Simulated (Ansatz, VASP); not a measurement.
**Rh: VASP beside Ansatz**

Contents of INCAR:

```
  PREC = Accurate
  ENCUT = 520
  EDIFF = 1E-6
  ISMEAR = 0
  SIGMA = 0.15
  LREAL = False
  LASPH = True
  NELM = 60
  ALGO = Fast
  ISIF = 2
  LWAVE = False
  LCHARG = True
  GGA = PE
  LELF = True
  LVHAR = True
  NBANDS = 14
```

File KPOINTS:

```
regular mesh
0
Gamma
  22 22 22
```

The input POSCAR:

```
Rh
1.0
    0.0000000000      1.9300732500      1.8445035000
    1.9300732500      0.0000000000      1.8445035000
    1.9300732500      1.9300732500      0.0000000000
Rh
1
Direct
    0.0000000000      0.0000000000      0.0000000000
```

Input for Ansatz:

```yaml
crystal:
  lattice:
    - [0.0, 1.93007325, 1.8445035]
    - [1.93007325, 0.0, 1.8445035]
    - [1.93007325, 1.93007325, 0.0]
  atoms:
    - { symbol: Rh, position: [0.0, 0.0, 0.0] }
basis:
  ecutwfc: 420
kpoints:
  mp_grid: { grid: [22, 22, 22] }
hamiltonian:
  xc: pbe
scf:
  occupations: { method: gaussian, width: 0.15 }
output:
  forces: true
  stress: true
  eigenvalues: true
```

Change from the starting cell: strain +0.015 along x and y, -0.030 along z, atoms carried along.

Alike in both runs: task single point; functional PBE; k mesh 22 × 22 × 22; occupations gaussian, width 0.15 eV; no spin polarisation.

|  | VASP | Ansatz |
| --- | --- | --- |
| version | VASP 6.6.1 | Ansatz 0.2.0 |
| potentials or method | VASP PAW PBE potentials, release 64 (Rh_pv), cutoff 520 eV | scalar-relativistic, plane waves, PAW |
| valence electrons in the cell | 15 | 17 |

```tsv
	VASP	Ansatz	Ansatz less VASP
gap on the k mesh at the Fermi level (eV)	none	none	-
pressure (GPa)	6.3	6.3	0.00
traceless stress, the component that is largest in VASP (GPa)	7.05	7.07	+0.018
```

A gap of «none» marks a metal or a gap that the smearing closes. VASP's potentials hold 15 valence electrons a cell and Ansatz's 17, so a difference there can come from the potentials and not from the codes.
